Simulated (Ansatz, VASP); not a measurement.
MoSe: VASP beside Ansatz

INCAR

```
PREC = Accurate
ENCUT = 520
EDIFF = 1E-6
ISMEAR = 0
SIGMA = 0.1
LREAL = False
LASPH = True
NELM = 150
ALGO = Normal
ISIF = 2
LWAVE = False
LCHARG = False
LMAXMIX = 4
LDAU = True
LDAUTYPE = 2
LDAUL = 2 -1
LDAUU = 4.38 0
LDAUJ = 0 0
LDAUPRINT = 1
GGA = PE
NBANDS = 17
```

KPOINTS

```
Automatic mesh
0
Gamma
  12 12 12
```

File POSCAR:

```
MoSe
1.0
    3.6474055683      0.0000000000      0.0000000000
    0.0000000000      3.6474055683      0.0000000000
    0.0000000000      0.0000000000      3.6474055683
Mo Se
1 1
Direct
    0.0000000000      0.0000000000      0.0000000000
    0.5000000000      0.5000000000      0.5000000000
```

Input for Ansatz:

```yaml
crystal:
  lattice:
    - [3.6474055683, 0.0, 0.0]
    - [0.0, 3.6474055683, 0.0]
    - [0.0, 0.0, 3.6474055683]
  atoms:
    - { symbol: Mo, position: [0.0, 0.0, 0.0] }
    - { symbol: Se, position: [0.5, 0.5, 0.5] }
basis:
  ecutwfc: 420
kpoints:
  mp_grid: { grid: [12, 12, 12] }
hamiltonian:
  xc: pbe
  hubbard: { sites: [{ species: Mo, l: d, u_eff: 4.38 }] }
scf:
  occupations: { method: gaussian, width: 0.1 }
output:
  forces: true
  stress: true
  eigenvalues: true
```

Alike in both runs: task single point; functional PBE; k mesh 12 × 12 × 12; occupations gaussian, width 0.1 eV; no spin polarisation; Hubbard terms Mo d U = 4.38 eV.

```csv
,VASP,Ansatz
version,VASP 6.6.1,Ansatz 0.2.0
potentials or method,"VASP PAW PBE potentials, release 64 (Mo_sv, Se), cutoff 520 eV","scalar-relativistic, plane waves, PAW"
valence electrons in the cell,20,30
```

Ansatz gave:

```
gap on the k mesh at the Fermi level (eV) : 0.46
least direct gap on the mesh (eV)         : 1.11
pressure (GPa)                            : -13.7
```

What did VASP give for the same quantities?

gap on the k mesh at the Fermi level (eV): 0.54; least direct gap on the mesh (eV): 1.24; pressure (GPa): -14.5.

The programs project onto different local orbitals, so the same U acts differently, and such runs can settle in different states. VASP's potentials hold 20 valence electrons a cell and Ansatz's 30, so a difference there can come from the potentials and not from the codes. Ansatz's warnings: negative dielectric reading.
